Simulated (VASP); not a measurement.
Set up this calculation in VASP 6.6.1, as the native input.

```
Task                   : single point
Functional             : PBE
Potentials or basis    : VASP PAW PBE potentials, release 64 (Sn_d)
Cutoff                 : 520 eV
k mesh                 : 3 × 3 × 2
Occupations            : fermi-dirac, width 0.1 eV
Spin                   : no spin polarisation
Dipole correction      : no
Further INCAR settings : ALGO = Normal; EDIFF = 1e-06; NBANDS = 21
```

The structure of Sn lies in POSCAR:

```
Sn
1.0
   -2.9773321013      2.9790067394      1.6030901642
    2.9790067394     -2.9773321013      1.6030901642
    2.9770686044      2.9770686044     -1.6000204610
Sn
2
Direct
    0.0000231878      0.9999768122      0.0000000000
    0.7499768122      0.2500231878      0.5000000000
```

These files were run (other wordings do the same):

INCAR

```
SYSTEM = Sn
PREC = Accurate
ENCUT = 520
EDIFF = 1E-6
ISMEAR = -1
SIGMA = 0.1
LREAL = .False.
LASPH = .True.
NELM = 100
ALGO = Normal
ISIF = 2
LWAVE = .False.
LCHARG = .False.
GGA = PE
NBANDS = 21
```

KPOINTS

```
regular mesh
0
Gamma
  3 3 2
  0 0 0
```

Potentials or basis: VASP PAW PBE potentials, release 64 (Sn_d).

Launch:

```sh
$ cat potpaw_PBE.64/Sn_d/POTCAR > POTCAR
$ mpirun -np 1 vasp_std > vasp.out
```

It gave:

```json
{"Pressure": "-0.7 GPa", "Largest force": "0.324 eV/Å", "Band gap on the k mesh": "zero (band 14 reaches 7.95 eV, above the bottom of band 15 at 5.82 eV)"}
```

Caveat: the k points lie up to 0.75 Å⁻¹ apart; spin-orbit coupling is left out, which moves the levels of the heavy elements.

Run time: 12 s on 1 thread of Intel Xeon 6975P-C (shared host), peak memory 0.2 GiB.
